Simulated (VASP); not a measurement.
# Pb (Im-3m) in VASP: further runs

Pb is run at these levels: r2SCAN; tasks: single point.

Everything below comes from runs of VASP 6.6.1. Logs are shortened: lines on timing, memory, paths and dates and some standing lists are left out, and cuts for length are marked.

**1. The cell of the first run**

Symmetry: Im-3m, No. 229, cubic system. The conventional cell has a = 3.931 Å, b = 3.931 Å, c = 3.931 Å, α = 90.00°, β = 90.00°, γ = 90.00°. Within 4.5 Å of Pb (site symmetry m-3m) lie 14 Pb at 3.40 to 3.93 Å.

This isn't the form of Pb at room conditions, which is fcc.

**2. Single point, r2SCAN (strained)**

POSCAR

```
Pb
1.0
   -1.9656435770      1.9656435770      1.9656435770
    1.9656435770     -1.9656435770      1.9656435770
    1.9656435770      1.9656435770     -1.9656435770
Pb
1
Direct
    0.0000000000      0.0000000000      0.0000000000
```

INCAR.step1

```
SYSTEM = Pb
PREC     = Accurate       ! precision mode
ENCUT    = 520            ! plane-wave cutoff, eV
ISMEAR   = 0              ! smearing method
SIGMA    = 0.1            ! smearing width, eV
LREAL    = .FALSE.        ! projectors in reciprocal space
LASPH    = .TRUE.         ! aspherical terms in the spheres
NELM     = 80             ! most SCF steps
NBANDS   = 13             ! bands
GGA      = PE             ! functional
ALGO     = Normal         ! electronic algorithm
EDIFF    = 1E-4           ! SCF threshold, eV
LWAVE    = .TRUE.         ! write WAVECAR
LCHARG   = .FALSE.        ! write CHGCAR
```

INCAR.step2

```
SYSTEM = Pb
PREC     = Accurate       ! precision mode
ENCUT    = 520            ! plane-wave cutoff, eV
EDIFF    = 1E-7           ! SCF threshold, eV
ISMEAR   = 0              ! smearing method
SIGMA    = 0.1            ! smearing width, eV
LREAL    = .FALSE.        ! projectors in reciprocal space
LASPH    = .TRUE.         ! aspherical terms in the spheres
NELM     = 80             ! most SCF steps
ALGO     = Normal         ! electronic algorithm
ISIF     = 2              ! what is computed and relaxed
LWAVE    = .FALSE.        ! write WAVECAR
LCHARG   = .TRUE.         ! write CHGCAR
METAGGA  = R2SCAN         ! meta-GGA
LMIXTAU  = .TRUE.       
LELF     = .TRUE.         ! ELF
LVHAR    = .TRUE.       
NBANDS   = 13             ! bands
ISTART   = 1
```

KPOINTS

```
regular mesh
0
G
  16 16 16
  0 0 0
```

Potentials or basis: VASP PAW PBE potentials, release 64 (Pb_d).

Command:

```sh
$ cat potpaw_PBE.64/Pb_d/POTCAR > POTCAR
$ cp INCAR.step1 INCAR
$ mpirun -np 1 vasp_std > vasp.out
$ cp INCAR.step2 INCAR
$ mpirun -np 1 vasp_std > vasp.out
```

OUTCAR:

```text
SYSTEM = Pb
   PREC = Accurate
   ENCUT = 520
   EDIFF = 1E-7
   ISMEAR = 0
   LREAL = .FALSE.
   LASPH = .TRUE.
   NELM = 80
   ISIF = 2
   METAGGA = R2SCAN
   ISTART = 1

 ion  position               nearest neighbor table
   1  0.000  0.000  0.000-

  LATTYP: Found a body centered cubic cell.
 ALAT       =     3.9312871540

  Lattice vectors:

 A1 = (  -1.9656435770,   1.9656435770,   1.9656435770)
 A2 = (   1.9656435770,  -1.9656435770,   1.9656435770)
 A3 = (   1.9656435770,   1.9656435770,  -1.9656435770)

Analysis of symmetry for initial positions (statically):
=====================================================================
 Subroutine PRICEL returns:
 Original cell was already a primitive cell.

 Routine SETGRP: Setting up the symmetry group for a
 body centered cubic supercell.

 Subroutine GETGRP returns: Found 48 space group operations
 (whereof 48 operations were pure point group operations)
 out of a pool of 48 trial point group operations.

The static configuration has the point symmetry O_h .

Analysis of symmetry for dynamics (positions and initial velocities):
=====================================================================
 Subroutine PRICEL returns:
 Original cell was already a primitive cell.

 Routine SETGRP: Setting up the symmetry group for a
 body centered cubic supercell.

 Subroutine GETGRP returns: Found 48 space group operations
 (whereof 48 operations were pure point group operations)
 out of a pool of 48 trial point group operations.

The dynamic configuration has the point symmetry O_h .

 Subroutine INISYM returns: Found 48 space group operations
 (whereof 48 operations are pure point group operations),
 and found     1 'primitive' translations

----------------------------------------------------------------------------------------

                                     Primitive cell

  volume of cell :      30.3791

  direct lattice vectors                    reciprocal lattice vectors
    -1.965643577  1.965643577  1.965643577     0.000000000  0.254369615  0.254369615
     1.965643577 -1.965643577  1.965643577     0.254369615  0.000000000  0.254369615
     1.965643577  1.965643577 -1.965643577     0.254369615  0.254369615  0.000000000

  length of vectors
     3.404594545  3.404594545  3.404594545     0.359732959  0.359732959  0.359732959

  position of ions in fractional coordinates (direct lattice)
     0.000000000  0.000000000  0.000000000

  ion indices of the primitive-cell ions
[... 83 lines left out ...]
   TEBEG  =    0.0;   TEEND  =   0.0 temperature during run
   PSTRESS=    0.0 pullay stress
   NELECT =      14.0000    total number of electrons
   NUPDOWN=      -1.0000    fix difference up-down
   EMIN   =  10.00;   EMAX   =-10.00  energy-range for DOS
   EFERMI =   0.00;   METHOD = LEGACY
   ISMEAR =     0;   SIGMA  =   0.10  broadening in eV -4-tet -1-fermi 0-gaus
   EFERMI_NEDOS =   21; number of points for ismear=-14 and -15
   IALGO  =     38    algorithm
   IMIX   =      4    mixing-type and parameters
     AMIX     =   0.40;   BMIX     =  1.00
     AMIX_MAG =   1.60;   BMIX_MAG =  1.00
  volume/ion in A,a.u.               =      30.38       205.01
  Fermi-wavevector in a.u.,A,eV,Ry     =   1.264521  2.389598 21.755900  1.599014
  Thomas-Fermi vector in A             =   2.397822
   LORBIT       =      0    0 simple, 1 ext, 2 COOP (PROOUT), +10 PAW based schemes
   METAGGA = R2SCAN    functional components
   LHFCALC =     F    Hartree Fock is set to
   AEXX    =    0.0000 exact exchange contribution
   IVDW    =     0    specifies the selected vdW correction
   LEPSILON=     F    determine dielectric tensor
   LRPA    =     F    only Hartree local field effects (RPA)
 non-spin polarized calculation
 Gauss-broadening in eV      SIGMA  =   0.10
  energy-cutoff  :      520.00
  volume of cell :       30.38
 maximum number of plane-waves:       856
 NGX is ok and might be reduce to    28
   NGX = 13   NGY = 13   NGZ = 13

 number of electron      14.0000004 magnetization

 Free energy of the ion-electron system (eV)
  ---------------------------------------------------
  ext. energy  EPLUGINS =         0.00000000
  ---------------------------------------------------
  free energy    TOTEN  =       -56.23950761 eV

  energy without entropy =      -56.23715920  energy(sigma->0) =      -56.23833340

 E-fermi :   7.2545     XC(G=0): -10.9091

 val. band max:        7.1954439487   @ k =   0.1875   0.1250   0.0625
 cond. band min:       7.2634852455   @ k =  -0.4375   0.4375   0.3750
 fundamental gap:      0.0680412968
 Fermi energy:         7.2544956553

 k-point     1 :       0.0000    0.0000    0.0000
  band No.  band energies     occupation
      1     -10.5822      2.00000
      2     -10.5822      2.00000
      3     -10.5822      2.00000
      4     -10.3252      2.00000
      5     -10.3252      2.00000
      6      -5.0791      2.00000
      7      15.1278      0.00000
      8      15.1278      0.00000
      9      15.1278      0.00000
     10      19.0840      0.00000
     11      19.0840      0.00000
     12      19.0840      0.00000
     13      20.0214      0.00000
[... 354 lines left out ...]
  band No.  band energies     occupation
      1     -10.6229      2.00000
      2     -10.5250      2.00000
      3     -10.3665      2.00000
      4     -10.3522      2.00000
      5     -10.2684      2.00000
      6      -2.1252      2.00000
      7       5.7727      2.00000
      8       8.6896      0.00000
      9      12.1524      0.00000
     10      17.3808      0.00000
     11      18.6074      0.00000
     12      21.0304      0.00000
     13      23.4938      0.00000

 [... further k-points ...]

------------------------ aborting loop because EDIFF is reached ----------------------------------------

  FORCE on cell =-STRESS in cart. coord.  units (eV):
  Direction    XX          YY          ZZ          XY          YZ          ZX
  --------------------------------------------------------------------------------------
  -------------------------------------------------------------------------------------
  Total        0.1720515      0.1720515      0.1720515     -0.0000000     -0.0000000      0.0000000
  in kB        9.0739163      9.0739163      9.0739163     -0.0000000     -0.0000000      0.0000000
  external PRESSURE =       9.0739163 kB  Pullay stress =       0.0000000 kB

 VOLUME and BASIS-vectors are now :
 -----------------------------------------------------------------------------
  energy-cutoff  :      520.00
  volume of cell :       30.38
      direct lattice vectors                 reciprocal lattice vectors
    -1.965643577  1.965643577  1.965643577     0.000000000  0.254369615  0.254369615
     1.965643577 -1.965643577  1.965643577     0.254369615  0.000000000  0.254369615
     1.965643577  1.965643577 -1.965643577     0.254369615  0.254369615  0.000000000

 POSITION                                       TOTAL-FORCE (eV/Angst)
 -----------------------------------------------------------------------------------
      0.00000      0.00000      0.00000        -0.000000     -0.000000     -0.000000
 -----------------------------------------------------------------------------------
    total drift:                                0.000000     -0.000000      0.000000

  FREE ENERGIE OF THE ION-ELECTRON SYSTEM (eV)
  ---------------------------------------------------
  free  energy   TOTEN  =       -56.2395076069 eV

  energy  without entropy=      -56.2371591966  energy(sigma->0) =      -56.23833340
```

OSZICAR.step1:

```text
N       E                     dE             d eps       ncg     rms          rms(c)
DAV:   1     0.107089305407E+03    0.10709E+03   -0.70885E+03  3818   0.126E+03
DAV:   2     0.170565348445E+01   -0.10538E+03   -0.10220E+03  3940   0.311E+02
DAV:   3    -0.340235797616E+01   -0.51080E+01   -0.50841E+01  4797   0.736E+01
DAV:   4    -0.352019684392E+01   -0.11784E+00   -0.11782E+00  4481   0.119E+01
DAV:   5    -0.352557344889E+01   -0.53766E-02   -0.53764E-02  5173   0.237E+00    0.538E-01
DAV:   6    -0.351578770186E+01    0.97857E-02   -0.13854E-02  4834   0.205E+00    0.267E-01
DAV:   7    -0.351345818371E+01    0.23295E-02   -0.60074E-03  4857   0.127E+00    0.894E-02
DAV:   8    -0.351339868626E+01    0.59497E-04   -0.44013E-04  4685   0.328E-01
   1 F= -.35133987E+01 E0= -.35121490E+01  d E =-.249934E-02
```

Run time: 2.5 min. Hardware: 1 thread of AMD EPYC 9R45 (Zen 5), shared host; peak memory 0.16 GiB.

What came out:

| Item | Value |
| --- | --- |
| Free energy | -56.2395 eV |
| Pressure | 0.9 GPa |
| Band gap on the k mesh | zero (bands 7 and 8 overlap by 9.96 eV) |

Caveat: the cell differs from its parent crystal (strained); the PAW data sets were made with another functional, which shifts forces and pressure a little; spin-orbit coupling is left out, which moves the levels of the heavy elements.

**3. Single point, r2SCAN (strained)**

POSCAR

```
Pb
1.0
   -1.9977734517      1.9977734517      1.9977734517
    1.9977734517     -1.9977734517      1.9977734517
    1.9977734517      1.9977734517     -1.9977734517
Pb
1
Direct
    0.0000000000      0.0000000000      0.0000000000
```

INCAR.step1

```
PREC     = Accurate       # precision mode
ENCUT    = 520            # plane-wave cutoff, eV
ISMEAR   = 0              # smearing method
SIGMA    = 0.1            # smearing width, eV
LREAL    = False          # projectors in reciprocal space
LASPH    = True           # aspherical terms in the spheres
NELM     = 60             # most SCF steps
NBANDS   = 13             # bands
GGA      = PE             # functional
ALGO     = Normal         # electronic algorithm
EDIFF    = 1E-4           # SCF threshold, eV
LWAVE    = True           # write WAVECAR
LCHARG   = False          # write CHGCAR
```

INCAR.step2

```
PREC     = Accurate       # precision mode
ENCUT    = 520            # plane-wave cutoff, eV
EDIFF    = 1E-6           # SCF threshold, eV
ISMEAR   = 0              # smearing method
SIGMA    = 0.1            # smearing width, eV
LREAL    = False          # projectors in reciprocal space
LASPH    = True           # aspherical terms in the spheres
NELM     = 60             # most SCF steps
ALGO     = Normal         # electronic algorithm
ISIF     = 2              # what is computed and relaxed
LWAVE    = False          # write WAVECAR
LCHARG   = True           # write CHGCAR
METAGGA  = R2SCAN         # meta-GGA
LMIXTAU  = True         
LELF     = True           # ELF
LVHAR    = True         
NBANDS   = 13             # bands
ISTART   = 1
```

KPOINTS

```
Automatic mesh
0
Gamma
  16 16 16
```

Potentials or basis: VASP PAW PBE potentials, release 64 (Pb_d).

Command:

```sh
$ cat potpaw_PBE.64/Pb_d/POTCAR > POTCAR
$ cp INCAR.step1 INCAR
$ mpirun -np 1 vasp_std > vasp.out
$ cp INCAR.step2 INCAR
$ mpirun -np 1 vasp_std > vasp.out
```

Run time: 2.2 min. Hardware: 1 thread of AMD EPYC 9R45 (Zen 5), shared host; peak memory 0.17 GiB.

Results (log left out):

```yaml
Free_energy: -56.2384 eV
Pressure: -1.2 GPa
Band_gap_on_the_k_mesh: zero (bands 7 and 8 overlap by 9.39 eV)
```

Levels at points of the mesh, in eV from the Fermi level:
```tsv
k point	band 5	band 6	band 7	band 8	band 9	band 10
(0.00, 0.00, 0.00)	-17.57	-11.99	7.43	7.43	7.43	11.76
(0.50, 0.00, 0.00)	-17.43	-8.24	-4.02	3.33	5.24	7.82
(0.50, 0.50, 0.50)	-17.46	-5.58	-0.45	-0.45	-0.45	4.92
```

Caveat: the cell differs from its parent crystal (strained); the PAW data sets were made with another functional, which shifts forces and pressure a little; spin-orbit coupling is left out, which moves the levels of the heavy elements.

The gap in the log of VASP goes by the Fermi energy; the results here count the filled bands.